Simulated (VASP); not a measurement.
# MnO2 (P-3m1) in VASP: single point with PBE

Aim: the single point of MnO2 with PBE.

Everything below comes from runs of VASP 6.6.1. Logs are shortened: lines on timing, memory, paths and dates and some standing lists are left out, and cuts for length are marked.

## 1. The cell of the first run

It takes space group P-3m1 (No. 164, trigonal). The conventional cell has a = 2.877 Å, b = 2.877 Å, c = 5.446 Å, α = 90.00°, β = 90.00°, γ = 120.00°. Within 2.5 Å of Mn (site symmetry -3m) lie 6 O at 1.92 Å. O (site symmetry 3m) has 3 Mn at 1.92 Å and 3 O at 2.53 Å within 2.6 Å.

## 2. Single point, PBE, collinear spin, ferromagnetic start

The input, INCAR:

```
SYSTEM = MnO2
PREC = Accurate ; ENCUT = 700
EDIFF = 1E-6 ; ISMEAR = -5
SIGMA = 0.1 ; LREAL = .FALSE.
LASPH = .TRUE. ; NELM = 200
ALGO = Normal ; ISIF = 2
LWAVE = .FALSE. ; LCHARG = .FALSE.
ISPIN = 2 ; MAGMOM = 3 0 0
LORBIT = 11 ; LMAXMIX = 4
GGA = PE ; NBANDS = 24
GGA_COMPAT = .FALSE.
```

The input, KPOINTS:

```
Automatic mesh
0
G
  14 14 6
  0 0 0
```

The input, POSCAR:

```
MnO2
1.0
    2.8768068094      0.0000000000      0.0000000000
   -1.4384034047      2.4913877787      0.0000000000
    0.0000000000      0.0000000000      5.4464523635
Mn O
1 2
Direct
    0.0000000000      0.0000000000      0.0000000000
    0.3333333333      0.6666666667      0.1753671606
    0.6666666667      0.3333333333      0.8246328394
```

Potentials or basis: VASP PAW PBE potentials, release 64 (Mn_sv, O).

Run with:

```console
$ cat potpaw_PBE.64/Mn_sv/POTCAR potpaw_PBE.64/O/POTCAR > POTCAR
$ mpirun -np 1 vasp_std > vasp.out
```

OUTCAR:

```text
SYSTEM = MnO2
   PREC = Accurate
   ENCUT = 700
   EDIFF = 1E-6
   ISMEAR = -5
   LREAL = .FALSE.
   LASPH = .TRUE.
   NELM = 200
   ISIF = 2
   ISPIN = 2
   LORBIT = 11
   GGA = PE

 ion  position               nearest neighbor table
   1  0.000  0.000  0.000-   2 1.92   3 1.92   2 1.92   3 1.92   3 1.92   2 1.92
   2  0.333  0.667  0.175-   1 1.92   1 1.92   1 1.92
   3  0.667  0.333  0.825-   1 1.92   1 1.92   1 1.92

  LATTYP: Found a hexagonal cell.
 ALAT       =     2.8768068094
 C/A-ratio  =     1.8932284037

  Lattice vectors:

 A1 = (   2.8768068094,   0.0000000000,   0.0000000000)
 A2 = (  -1.4384034047,   2.4913877787,   0.0000000000)
 A3 = (   0.0000000000,   0.0000000000,   5.4464523635)

Analysis of symmetry for initial positions (statically):
=====================================================================
 Subroutine PRICEL returns:
 Original cell was already a primitive cell.

 Routine SETGRP: Setting up the symmetry group for a
 hexagonal supercell.

 Subroutine GETGRP returns: Found 12 space group operations
 (whereof 12 operations were pure point group operations)
 out of a pool of 24 trial point group operations.

The static configuration has the point symmetry D_3d.

Analysis of symmetry for dynamics (positions and initial velocities):
=====================================================================
 Subroutine PRICEL returns:
 Original cell was already a primitive cell.

 Routine SETGRP: Setting up the symmetry group for a
 hexagonal supercell.

 Subroutine GETGRP returns: Found 12 space group operations
 (whereof 12 operations were pure point group operations)
 out of a pool of 24 trial point group operations.

The dynamic configuration has the point symmetry D_3d.

Analysis of structural, dynamic, and magnetic symmetry:
=====================================================================
 Subroutine PRICEL returns:
 Original cell was already a primitive cell.

 Routine SETGRP: Setting up the symmetry group for a
 hexagonal supercell.

 Subroutine GETGRP returns: Found 12 space group operations
 (whereof 12 operations were pure point group operations)
 out of a pool of 24 trial point group operations.

The overall configuration has the point symmetry D_3d.

 Subroutine INISYM returns: Found 12 space group operations
 (whereof 12 operations are pure point group operations),
 and found     1 'primitive' translations

----------------------------------------------------------------------------------------

                                     Primitive cell

  volume of cell :      39.0360

  direct lattice vectors                    reciprocal lattice vectors
     2.876806809  0.000000000  0.000000000     0.347607631  0.200691359  0.000000000
    -1.438403405  2.491387779  0.000000000     0.000000000  0.401382719  0.000000000
     0.000000000  0.000000000  5.446452363     0.000000000  0.000000000  0.183605755

  length of vectors
     2.876806809  2.876806809  5.446452363     0.401382719  0.401382719  0.183605755

  position of ions in fractional coordinates (direct lattice)
     0.000000000  0.000000000  0.000000000
     0.333333333  0.666666667  0.175367161
     0.666666667  0.333333333  0.824632839

  ion indices of the primitive-cell ions
   primitive index   ion index
                 1           1
                 2           2
                 3           3

----------------------------------------------------------------------------------------

 KPOINTS: Automatic mesh

Automatic generation of k-mesh.
 Grid dimensions read from file:
 generate k-points for:   14   14    6

 Generating k-lattice:

  Cartesian coordinates                     Fractional coordinates (reciprocal lattice)
     0.024829117  0.014335097  0.000000000     0.071428571  0.000000000  0.000000000
     0.000000000  0.028670194  0.000000000     0.000000000  0.071428571  0.000000000
     0.000000000  0.000000000  0.030600959     0.000000000  0.000000000  0.166666667

  Length of vectors
     0.028670194  0.028670194  0.030600959

  Shift w.r.t. Gamma in fractional coordinates (k-lattice)
     0.000000000  0.000000000  0.000000000

 TETIRR: Found   1710 inequivalent tetrahedra from     7056

 Subroutine IBZKPT returns following result:
 ===========================================

 Found    128 irreducible k-points:

 Following reciprocal coordinates:
            Coordinates               Weight
  0.000000  0.000000  0.000000      1.000000
  0.071429 -0.000000  0.000000      6.000000
  0.142857 -0.000000  0.000000      6.000000
  0.214286 -0.000000  0.000000      6.000000
  0.285714 -0.000000  0.000000      6.000000
  0.357143 -0.000000  0.000000      6.000000
[... 16 lines left out ...]
  0.285714  0.285714  0.000000      6.000000
  0.357143  0.285714  0.000000      6.000000
 [... further k-points ...]
   k-points           NKPTS =    128   k-points in BZ     NKDIM =    128   number of bands    NBANDS=     24
   number of dos      NEDOS =    301   number of ions     NIONS =      3
   total plane-waves  NPLWV =  37632
   dimension x,y,z NGX =    28 NGY =   28 NGZ =   48
   dimension x,y,z NGXF=    56 NGYF=   56 NGZF=   96
   ions per type =               1   2
   NGX,Y,Z   is equivalent  to a cutoff of  16.18, 16.18, 14.65 a.u.
   NGXF,Y,Z  is equivalent  to a cutoff of  32.36, 32.36, 29.30 a.u.
 SYSTEM =  MnO2
   PREC   = accura    normal or accurate (medium, high low for compatibility)
   ISTART =      0    job   : 0-new  1-cont  2-samecut
   ICHARG =      2    charge: 1-file 2-atom 10-const
   ISPIN  =      2    spin polarized calculation?
   LNONCOLLINEAR =      F non collinear calculations
   LSORBIT =      F    spin-orbit coupling
   LASPH  =      T    aspherical Exc in radial PAW
   ENCUT  =  700.0 eV  51.45 Ry    7.17 a.u.   6.21  6.21 11.75*2*pi/ulx,y,z
   NELM   =    200;   NELMIN=  2; NELMDL= -5     # of ELM steps
   EDIFF  = 0.1E-05   stopping-criterion for ELM
   LREAL  =      F    real-space projection
   EDIFFG = 0.1E-04   stopping-criterion for IOM
   NSW    =      0    number of steps for IOM
   IBRION =     -1    ionic relax: 0-MD 1-quasi-New 2-CG
   NFREE  =      0    steps in history (QN), initial steepest desc. (CG)
   ISIF   =      2    stress and relaxation
   ISYM   =      2    0-nonsym 1-usesym 2-fastsym
   POTIM  = 0.5000    time-step for ionic-motion
   TEBEG  =    0.0;   TEEND  =   0.0 temperature during run
   PSTRESS=    0.0 pullay stress
   NELECT =      27.0000    total number of electrons
   NUPDOWN=      -1.0000    fix difference up-down
   EMIN   =  10.00;   EMAX   =-10.00  energy-range for DOS
   EFERMI =   0.00;   METHOD = LEGACY
   ISMEAR =    -5;   SIGMA  =   0.10  broadening in eV -4-tet -1-fermi 0-gaus
   EFERMI_NEDOS =   21; number of points for ismear=-14 and -15
   IALGO  =     38    algorithm
   IMIX   =      4    mixing-type and parameters
     AMIX     =   0.40;   BMIX     =  1.00
     AMIX_MAG =   1.60;   BMIX_MAG =  1.00
  volume/ion in A,a.u.               =      13.01        87.81
  Fermi-wavevector in a.u.,A,eV,Ry     =   1.447796  2.735939 28.519370  2.096115
  Thomas-Fermi vector in A             =   2.565710
   LORBIT       =     11    0 simple, 1 ext, 2 COOP (PROOUT), +10 PAW based schemes
   GGA     = PE    functional components
   LHFCALC =     F    Hartree Fock is set to
   AEXX    =    0.0000 exact exchange contribution
   IVDW    =     0    specifies the selected vdW correction
   LEPSILON=     F    determine dielectric tensor
   LRPA    =     F    only Hartree local field effects (RPA)
 spin polarized calculation
 Fermi weights with tetrahedron method with Bloechl corrections
  energy-cutoff  :      700.00
  volume of cell :       39.04
 maximum number of plane-waves:      1658
 NGX is ok and might be reduce to    28
   NGX = 13   NGY = 13   NGZ = 23

 number of electron      26.9999992 magnetization       2.9999516

 Free energy of the ion-electron system (eV)
  ---------------------------------------------------
  ext. energy  EPLUGINS =         0.00000000
  ---------------------------------------------------
  free energy    TOTEN  =       -24.05603454 eV

  energy without entropy =      -24.05603454  energy(sigma->0) =      -24.05603454

 E-fermi :   2.3861     XC(G=0):  -9.5596

 val. band max:        2.2769472807   @ k =   0.0714   0.0714   0.5000
 cond. band min:       3.2928939599   @ k =   0.0000   0.0000   0.5000
 fundamental gap:      1.0159466791
 Fermi energy:         2.3860952604

 spin component 1

 k-point     1 :       0.0000    0.0000    0.0000
  band No.  band energies     occupation
      1     -79.2117      1.00000
      2     -47.8547      1.00000
      3     -47.8472      1.00000
      4     -47.8472      1.00000
      5     -17.0177      1.00000
      6     -14.9046      1.00000
[... 16 lines left out ...]
     23      21.8163      0.00000
     24      24.5914      0.00000
[... 598 lines left out ...]
      2     -47.9609      1.00000
      3     -47.9379      1.00000
      4     -47.8275      1.00000
      5     -15.3273      1.00000
      6     -15.3238      1.00000
[... 16 lines left out ...]
     23      18.5379      0.00000
     24      19.0989      0.00000

 [... further k-points ...]

 spin component 2

 k-point     1 :       0.0000    0.0000    0.0000
  band No.  band energies     occupation
      1     -75.9971      1.00000
      2     -44.7621      1.00000
      3     -44.7621      1.00000
      4     -44.5906      1.00000
      5     -16.8747      1.00000
      6     -14.8098      1.00000
[... 16 lines left out ...]
     23      22.6112      0.00000
     24      25.3738      0.00000
[... 598 lines left out ...]
      2     -44.8967      1.00000
      3     -44.8692      1.00000
      4     -44.5555      1.00000
      5     -15.2122      1.00000
      6     -15.2110      1.00000
[... 16 lines left out ...]
     23      18.9653      0.00000
     24      19.6410      0.00000

 [... further k-points ...]

------------------------ aborting loop because EDIFF is reached ----------------------------------------

  FORCE on cell =-STRESS in cart. coord.  units (eV):
  Direction    XX          YY          ZZ          XY          YZ          ZX
  --------------------------------------------------------------------------------------
  -------------------------------------------------------------------------------------
  Total       -0.0999636     -0.0999636     -0.1399790      0.0000000      0.0000000      0.0000000
  in kB       -4.1028598     -4.1028598     -5.7452360      0.0000000      0.0000000      0.0000000
  external PRESSURE =      -4.6503185 kB  Pullay stress =       0.0000000 kB

 VOLUME and BASIS-vectors are now :
 -----------------------------------------------------------------------------
  energy-cutoff  :      700.00
  volume of cell :       39.04
      direct lattice vectors                 reciprocal lattice vectors
     2.876806809  0.000000000  0.000000000     0.347607631  0.200691359  0.000000000
    -1.438403405  2.491387779  0.000000000     0.000000000  0.401382719  0.000000000
     0.000000000  0.000000000  5.446452363     0.000000000  0.000000000  0.183605755

 POSITION                                       TOTAL-FORCE (eV/Angst)
 -----------------------------------------------------------------------------------
      0.00000      0.00000      0.00000        -0.000000      0.000000     -0.000000
     -0.00000      1.66093      0.95513         0.000000     -0.000000     -0.019828
      1.43840      0.83046      4.49132         0.000000      0.000000      0.019828
 -----------------------------------------------------------------------------------
    total drift:                                0.000000     -0.000000      0.000000

  FREE ENERGIE OF THE ION-ELECTRON SYSTEM (eV)
  ---------------------------------------------------
  free  energy   TOTEN  =       -24.0560345384 eV

  energy  without entropy=      -24.0560345384  energy(sigma->0) =      -24.05603454

 total charge

# of ion       s       p       d       tot
------------------------------------------
    1        2.201   6.107   4.445  12.752
    2        1.577   3.411   0.000   4.988
    3        1.577   3.411   0.000   4.988
--------------------------------------------------
tot          5.356  12.929   4.445  22.729

 magnetization (x)

# of ion       s       p       d       tot
------------------------------------------
    1        0.024   0.017   2.700   2.741
    2        0.004   0.031   0.000   0.035
    3        0.004   0.031   0.000   0.035
--------------------------------------------------
tot          0.031   0.080   2.700   2.811
```

Run time: 7.5 min. Hardware: 1 thread of Intel Xeon Platinum 8488C (Sapphire Rapids), shared host; peak memory 0.4 GiB.

Results:

```
Free energy                                           : -24.0560 eV
Pressure                                              : -0.5 GPa
Largest force                                         : 0.020 eV/Å
Band gap on the k mesh                                : 1.02 eV (least direct gap 1.07 eV)
Net moment                                            : 3.00 μB per cell
Site moments                                          : Mn +2.74; O +0.04 μB
Valence electrons inside the program's atomic spheres : Mn 12.75; O 4.99
```

Forces on the atoms (eV/Å):
```
Mn   0.000  0.000  0.000
O    0.000  0.000 -0.020
O    0.000  0.000  0.020
```

Levels at points of the mesh, in eV from the valence-band top:
Spin up:
| k point | band 11 | band 12 | band 13 | band 14 | band 15 | band 16 | band 17 | band 18 | band 19 | band 20 |
| --- | --- | --- | --- | --- | --- | --- | --- | --- | --- | --- |
| (0.00, 0.00, 0.00) | -2.25 | -1.41 | -1.26 | -1.26 | -0.18 | 2.98 | 2.98 | 6.67 | 10.21 | 12.16 |
| (0.50, 0.00, 0.00) | -2.72 | -1.99 | -1.73 | -1.65 | -0.91 | 2.23 | 2.84 | 11.53 | 12.41 | 13.84 |
| (0.00, 0.00, 0.50) | -2.25 | -1.87 | -1.26 | -1.26 | -0.05 | 2.99 | 2.99 | 8.25 | 8.72 | 11.69 |
| (0.50, 0.00, 0.50) | -2.71 | -1.84 | -1.73 | -1.66 | -0.94 | 2.23 | 2.82 | 11.07 | 12.48 | 13.28 |
Spin down:
```
           k point  band 9  band 10  band 11  band 12  band 13  band 14  band 15  band 16
(0.00, 0.00, 0.00)   -4.79    -1.27    -1.21    -1.21     1.02     1.02     2.59     4.27
(0.50, 0.00, 0.00)   -4.02    -2.87    -2.61    -1.82     1.30     1.76     2.05     3.72
(0.00, 0.00, 0.50)   -4.63    -1.74    -1.22    -1.22     1.02     1.02     2.66     4.28
(0.50, 0.00, 0.50)   -4.03    -2.85    -2.60    -1.66     1.29     1.76     2.05     3.71
```

Caveat: a cell with one magnetic atom can't hold antiferromagnetic order, which such compounds often take. A k mesh can miss the band edges.
